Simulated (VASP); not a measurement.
# Ag (Fm-3m) in VASP: a series of runs, part 2 of 2

VASP 6.6.1. The steps go on from the part before.

### 4 Relaxation of cell and atoms, PBE

INCAR

```
SYSTEM = Ag
ALGO = Normal ; EDIFF = 1E-7
EDIFFG = -0.005 ; ENCUT = 500
GGA = PE ; GGA_COMPAT = .FALSE.
IBRION = 2 ; ISIF = 3
ISMEAR = -1 ; LASPH = .TRUE.
LCHARG = .FALSE. ; LREAL = .FALSE.
LWAVE = .FALSE. ; NELM = 120
NELMIN = 4 ; NSW = 45
PREC = Accurate ; SIGMA = 0.05
```

KPOINTS

```
k-points
0
G
  17 17 17
  0 0 0
```

POSCAR

```
Ag
1.0
    0.0000000000      2.0742833058      2.0742833058
    2.0742833058      0.0000000000      2.0742833058
    2.0742833058      2.0742833058      0.0000000000
Ag
1
Direct
    0.0000000000      0.0000000000      0.0000000000
```

Potentials or basis: VASP PAW PBE potentials, release 64 (Ag).

Started as:

```bash
$ cat potpaw_PBE.64/Ag/POTCAR > POTCAR
$ mpirun -np 1 vasp_std > vasp.out
```

OUTCAR:

```text
SYSTEM = Ag
   EDIFF = 1E-7
   EDIFFG = -0.005
   ENCUT = 500
   GGA = PE
   IBRION = 2
   ISIF = 3
   ISMEAR = -1
   LASPH = .TRUE.
   LREAL = .FALSE.
   NELM = 120
   NELMIN = 4
   NSW = 45
   PREC = Accurate

 ion  position               nearest neighbor table
   1  0.000  0.000  0.000-

  LATTYP: Found a face centered cubic cell.
 ALAT       =     4.1485666116

  Lattice vectors:

 A1 = (   0.0000000000,   2.0742833058,   2.0742833058)
 A2 = (   2.0742833058,   0.0000000000,   2.0742833058)
 A3 = (   2.0742833058,   2.0742833058,   0.0000000000)

Analysis of symmetry for initial positions (statically):
=====================================================================
 Subroutine PRICEL returns:
 Original cell was already a primitive cell.

 Routine SETGRP: Setting up the symmetry group for a
 face centered cubic supercell.

 Subroutine GETGRP returns: Found 48 space group operations
 (whereof 48 operations were pure point group operations)
 out of a pool of 48 trial point group operations.

The static configuration has the point symmetry O_h .

Analysis of symmetry for dynamics (positions and initial velocities):
=====================================================================
 Subroutine PRICEL returns:
 Original cell was already a primitive cell.

 Routine SETGRP: Setting up the symmetry group for a
 face centered cubic supercell.

 Subroutine GETGRP returns: Found 48 space group operations
 (whereof 48 operations were pure point group operations)
 out of a pool of 48 trial point group operations.

The dynamic configuration has the point symmetry O_h .

 Subroutine INISYM returns: Found 48 space group operations
 (whereof 48 operations are pure point group operations),
 and found     1 'primitive' translations

----------------------------------------------------------------------------------------
[... 165 lines left out ...]
    total drift:                               -0.000000      0.000000     -0.000000

  FREE ENERGIE OF THE ION-ELECTRON SYSTEM (eV)
  ---------------------------------------------------
  free  energy   TOTEN  =        -2.7154765569 eV

  energy  without entropy=       -2.7121359113  energy(sigma->0) =       -2.71380623

--------------------------------------- Ionic step        2  -------------------------------------------

 number of electron      11.0000000 magnetization

 Free energy of the ion-electron system (eV)
  ---------------------------------------------------
  ext. energy  EPLUGINS =         0.00000000
  ---------------------------------------------------
  free energy    TOTEN  =        -2.71548401 eV

  energy without entropy =       -2.71214588  energy(sigma->0) =       -2.71381495

 E-fermi :   7.9186     XC(G=0): -11.9490

 val. band max:        7.9156516775   @ k =  -0.2941   0.2353   0.0588
 cond. band min:       7.9519599448   @ k =  -0.4118   0.1176   0.0000
 fundamental gap:      0.0363082674
 Fermi energy:         7.9186013804

 k-point     1 :       0.0000    0.0000    0.0000
  band No.  band energies     occupation
      1       0.3833      2.00000
      2       3.1801      2.00000
      3       3.1801      2.00000
      4       3.1801      2.00000
      5       4.1357      2.00000
      6       4.1357      2.00000
      7      23.7556      0.00000
      8      27.0733      0.00000
      9      27.0733      0.00000
[... 265 lines left out ...]
 k-point    24 :      -0.1176    0.0588    0.0000
  band No.  band energies     occupation
      1       1.0123      2.00000
      2       3.0447      2.00000
      3       3.3291      2.00000
      4       3.3561      2.00000
      5       4.0148      2.00000
      6       4.1907      2.00000
      7      22.8466      0.00000
      8      24.1960      0.00000
      9      26.3387      0.00000

 [... further k-points ...]

------------------------ aborting loop because EDIFF is reached ----------------------------------------

  FORCE on cell =-STRESS in cart. coord.  units (eV):
  Direction    XX          YY          ZZ          XY          YZ          ZX
  --------------------------------------------------------------------------------------
  -------------------------------------------------------------------------------------
  Total        0.0042667      0.0042667      0.0042667     -0.0000000     -0.0000000     -0.0000000
  in kB        0.3836601      0.3836601      0.3836601     -0.0000000     -0.0000000     -0.0000000
  external PRESSURE =       0.3836601 kB  Pullay stress =       0.0000000 kB

 VOLUME and BASIS-vectors are now :
 -----------------------------------------------------------------------------
  energy-cutoff  :      500.00
  volume of cell :       17.82
      direct lattice vectors                 reciprocal lattice vectors
     0.000000000  2.073044645  2.073044645    -0.241191139  0.241191139  0.241191139
     2.073044645 -0.000000000  2.073044645     0.241191139 -0.241191139  0.241191139
     2.073044645  2.073044645  0.000000000     0.241191139  0.241191139 -0.241191139

 POSITION                                       TOTAL-FORCE (eV/Angst)
 -----------------------------------------------------------------------------------
      4.14609      2.07304      2.07304         0.000000      0.000000      0.000000
 -----------------------------------------------------------------------------------
    total drift:                                0.000000      0.000000      0.000000

  FREE ENERGIE OF THE ION-ELECTRON SYSTEM (eV)
  ---------------------------------------------------
  free  energy   TOTEN  =        -2.7154840142 eV

  energy  without entropy=       -2.7121458844  energy(sigma->0) =       -2.71381495

 reached required accuracy - stopping structural energy minimisation
```

OSZICAR:

```text
N       E                     dE             d eps       ncg     rms          rms(c)
DAV:   1     0.424551502011E+02    0.42455E+02   -0.55604E+03  3074   0.106E+03
DAV:   2    -0.259993350741E+01   -0.45055E+02   -0.42852E+02  3044   0.201E+02
DAV:   3    -0.295740393560E+01   -0.35747E+00   -0.35735E+00  3422   0.220E+01
DAV:   4    -0.295821276416E+01   -0.80883E-03   -0.80881E-03  3427   0.997E-01
DAV:   5    -0.295821861100E+01   -0.58468E-05   -0.58463E-05  3247   0.755E-02    0.464E+00
DAV:   6    -0.272437990289E+01    0.23384E+00   -0.11522E+00  3029   0.116E+01    0.309E+00
DAV:   7    -0.271797575963E+01    0.64041E-02   -0.75027E-03  3223   0.979E-01    0.176E+00
DAV:   8    -0.271546099768E+01    0.25148E-02   -0.69861E-04  3081   0.265E-01    0.583E-02
DAV:   9    -0.271547069317E+01   -0.96955E-05   -0.81118E-06  3506   0.274E-02    0.136E-02
DAV:  10    -0.271547684406E+01   -0.61509E-05   -0.38632E-06  3240   0.248E-02    0.326E-03
DAV:  11    -0.271547660575E+01    0.23831E-06   -0.84848E-08  2512   0.315E-03    0.440E-04
DAV:  12    -0.271547655687E+01    0.48879E-07   -0.57641E-09  1567   0.855E-04
   1 F= -.27154766E+01 E0= -.27138062E+01  d E =-.271548E+01
       N       E                     dE             d eps       ncg     rms          rms(c)
DAV:   1    -0.271598618273E+01   -0.50958E-03   -0.93033E-03  3020   0.119E+00    0.147E-01
DAV:   2    -0.271549252527E+01    0.49366E-03   -0.22764E-03  3030   0.516E-01    0.445E-02
DAV:   3    -0.271548431800E+01    0.82073E-05   -0.20571E-05  3031   0.452E-02    0.297E-02
DAV:   4    -0.271548404983E+01    0.26817E-06   -0.40115E-06  3169   0.184E-02    0.163E-03
DAV:   5    -0.271548401425E+01    0.35587E-07   -0.41502E-08  2234   0.218E-03
   2 F= -.27154840E+01 E0= -.27138149E+01  d E =-.745738E-05
```

Wall time 51 s (1 thread of Intel Xeon 8259CL, shared host); peak memory 0.16 GiB.

What came out:

| Property | Result |
| --- | --- |
| Free energy | -2.7155 eV |
| Relaxed volume | 17.82 Å³/atom |
| Relaxed cell | a = 2.932 Å, b = 2.932 Å, c = 2.932 Å, α = 60.00°, β = 60.00°, γ = 60.00° |
| Space group after relaxing (to 0.1 Å) | Fm-3m (No. 225) |
| Energy gained by relaxing | 0.0 meV/atom |
| Ionic steps | 2 |
| Pressure after relaxing | 0.0 GPa |
| Band gap on the k mesh | zero (an odd number of electrons rules out a gap without spin polarisation) |

Final structure:
```
CELL_PARAMETERS angstrom
0.00000 2.07304 2.07304
2.07304 0.00000 2.07304
2.07304 2.07304 0.00000
ATOMIC_POSITIONS crystal
Ag 0.00000 0.00000 0.00000
```

Levels at points of the mesh, in eV from the Fermi level:
| k point | band 3 | band 4 | band 5 | band 6 | band 7 | band 8 | band 9 |
| --- | --- | --- | --- | --- | --- | --- | --- |
| (0.00, 0.00, 0.00) | -4.74 | -4.74 | -3.78 | -3.78 | 15.84 | 19.15 | 19.15 |

### 5 The runs side by side

```tsv
task	cell	gap on the mesh (eV)	pressure (GPa)
single point	a = 2.933 Å, angles 60.0°, 1 atom	none	-0.1
single point	a = 2.932 Å, angles 60.0°, 1 atom	none	0.0
relaxation of cell and atoms	relaxed from a = 2.933 Å, angles 60.0°, 1 atom	none	0.0
```

Alike in all rows: level PBE; potentials or basis VASP PAW PBE potentials, release 64 (Ag); no spin polarisation; k mesh 17 × 17 × 17; cutoff (eV) 500; smearing fermi-dirac 0.05 eV.

Total energies depend on the potentials used, so only differences within one code and one set of settings carry meaning.
